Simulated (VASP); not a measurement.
Wanted: the native input for a VASP 6.6.1 run.

```yaml
Task: single point
Functional: LDA
Potentials_or_basis: VASP PAW LDA potentials, release 64 (Os_sv_GW)
Cutoff: 560 eV
k_mesh: 13 × 13 × 8
Occupations: methfessel-paxton, width 0.01 eV
Spin: no spin polarisation
Dipole_correction: no
Further_INCAR_settings: ALGO = Normal; EDIFF = 1e-06; NBANDS = 23
```

The structure of Os lies in POSCAR:

```
Os
1.0
    2.7175247593      0.0000000000      0.0000000000
   -1.3587623796      2.3534454770      0.0000000000
    0.0000000000      0.0000000000      4.2844606214
Os
2
Direct
    0.3333333333      0.6666666667      0.2500000000
    0.6666666667      0.3333333333      0.7500000000
```

These files were run (other wordings do the same):

INCAR

```
SYSTEM = Os
  PREC = Accurate
  ENCUT = 560
  EDIFF = 1E-6
  ISMEAR = 1
  SIGMA = 0.01
  LREAL = .FALSE.
  LASPH = .TRUE.
  NELM = 120
  ALGO = Normal
  ISIF = 2
  LWAVE = .FALSE.
  LCHARG = .FALSE.
  GGA = CA
  NBANDS = 23
  GGA_COMPAT = .FALSE.
```

KPOINTS

```
Automatic mesh
0
G
  13 13 8
  0 0 0
```

Potentials or basis: VASP PAW LDA potentials, release 64 (Os_sv_GW).

Launch:

```bash
$ cat potpaw_LDA.64/Os_sv_GW/POTCAR > POTCAR
$ mpirun -np 1 vasp_std > vasp.out
```

Results of the run:

| Property | Result |
| --- | --- |
| Pressure | 0.4 GPa |
| Band gap on the k mesh | zero (bands 16 and 17 overlap by 3.96 eV) |

Caveat: spin-orbit coupling is left out, which moves the levels of the heavy elements.

It took 35 s on 1 thread of Intel(R) Xeon(R) Platinum 8488C (Sapphire Rapids), with other jobs on the host, peak memory 0.19 GiB.
